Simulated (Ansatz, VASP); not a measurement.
**Al: VASP beside Ansatz**

The input INCAR:

```
SYSTEM = Al
PREC     = Accurate       ! precision mode
ENCUT    = 520            ! plane-wave cutoff, eV
EDIFF    = 1E-7           ! SCF threshold, eV
ISMEAR   = -1             ! smearing method
SIGMA    = 0.03           ! smearing width, eV
LREAL    = .FALSE.        ! projectors in reciprocal space
LASPH    = .TRUE.         ! aspherical terms in the spheres
NELM     = 80             ! most SCF steps
ALGO     = Normal         ! electronic algorithm
ISIF     = 2              ! what is computed and relaxed
LWAVE    = .FALSE.        ! write WAVECAR
LCHARG   = .FALSE.        ! write CHGCAR
GGA      = CA             ! functional
NBANDS   = 8              ! bands
```

The input KPOINTS:

```
Automatic mesh
0
G
  17 17 17
  0 0 0
```

POSCAR

```
Al
1.0
    0.0202398000      2.0340999000      2.0340999000
    2.0340999000      0.0202398000      2.0340999000
    2.0340999000      2.0340999000      0.0202398000
Al
1
Direct
    0.0000000000      0.0000000000      0.0000000000
```

Input for Ansatz:

```yaml
crystal:
  lattice:
    - [0.0202398, 2.0340999, 2.0340999]
    - [2.0340999, 0.0202398, 2.0340999]
    - [2.0340999, 2.0340999, 0.0202398]
  atoms:
    - { symbol: Al, position: [0.0, 0.0, 0.0] }
kpoints:
  mp_grid: { grid: [17, 17, 17] }
  band_path:
    path:
      - [0.0, 0.0, 0.0]
      - [0.5, 0.5, 0.5]
      - [0.247543133, 0.5, 0.752456867]
      - [-0.247543133, 0.247543133, 0.5]
      - [0.0, 0.0, 0.5]
      - [0.0, 0.0, 0.0]
      - [-0.3737715665, 0.0, 0.3737715665]
      - [0.0, 0.3737715665, 0.6262284335]
      - [0.0, 0.5, 0.5]
    npoints: 5
scf:
  occupations: { method: fermi_dirac, width: 0.03 }
hamiltonian:
  xc: lda
  pseudopotentials: { kind: all_electron, lapw: { basis_error: 0.0005 } }
output:
  forces: true
  stress: true
  eigenvalues: true
```

Change from the starting cell: equal xy, yz and zx shear strains of +1 %.

Alike in both runs: task single point; functional LDA; k mesh 17 × 17 × 17; occupations fermi-dirac, width 0.03 eV; no spin polarisation.

|  | VASP | Ansatz |
| --- | --- | --- |
| version | VASP 6.6.1 | Ansatz 0.2.0 |
| potentials or method | VASP PAW LDA potentials, release 64 (Al), cutoff 520 eV | all-electron LAPW, scalar-relativistic |

|  | VASP | Ansatz | Ansatz less VASP |
| --- | --- | --- | --- |
| pressure (GPa) | -3.6 | -3.6 | -0.03 |
| traceless stress, the component that is largest in VASP (GPa) | -0.20 | -0.20 | +0.001 |

LDA's correlation is that of Perdew and Zunger in VASP and of Perdew and Wang (1992) in Ansatz. Ansatz ran all-electron here, and VASP with PAW potentials.
